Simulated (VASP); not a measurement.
Input of a VASP 6.6.1 run:

INCAR

```
PREC     = Accurate       # precision mode
ENCUT    = 600            # plane-wave cutoff, eV
EDIFF    = 1E-7           # SCF threshold, eV
ISMEAR   = -1             # smearing method
SIGMA    = 0.1            # smearing width, eV
LREAL    = False          # projectors in reciprocal space
LASPH    = True           # aspherical terms in the spheres
NELM     = 100            # most SCF steps
ALGO     = Normal         # electronic algorithm
ISIF     = 3              # what is computed and relaxed
LWAVE    = False          # write WAVECAR
LCHARG   = False          # write CHGCAR
GGA      = PS             # functional
IBRION   = 2              # ionic algorithm
NSW      = 80             # ionic steps
EDIFFG   = -0.02          # ionic threshold
```

Contents of KPOINTS:

```
regular mesh
0
Gamma
  9 9 9
```

The input POSCAR:

```
Ti
1.0
    0.0000000000      2.0302963705      2.0302963705
    2.0302963705      0.0000000000      2.0302963705
    2.0302963705      2.0302963705      0.0000000000
Ti
1
Direct
    0.0000000000      0.0000000000      0.0000000000
```

Potentials or basis: VASP PAW PBE potentials, release 64 (Ti_sv).

Launch:

```sh
$ cat potpaw_PBE.64/Ti_sv/POTCAR > POTCAR
$ mpirun -np 1 vasp_std > vasp.out
```

Question: Estimate the relaxed volume.

Answer: 16.67 Å³/atom.

Question: What does it give for the space group after relaxing (to 0.1 Å)?

Answer: Fm-3m (No. 225).

Final structure:
```yaml
crystal:
  lattice:
    - [0.00000, 2.02770, 2.02770]
    - [2.02770, 0.00000, 2.02770]
    - [2.02770, 2.02770, 0.00000]
  atoms:
    - { symbol: Ti, position: [0.00000, 0.00000, 0.00000] }
```

Caveat: the PAW data sets were made with another functional, which shifts forces and pressure a little.
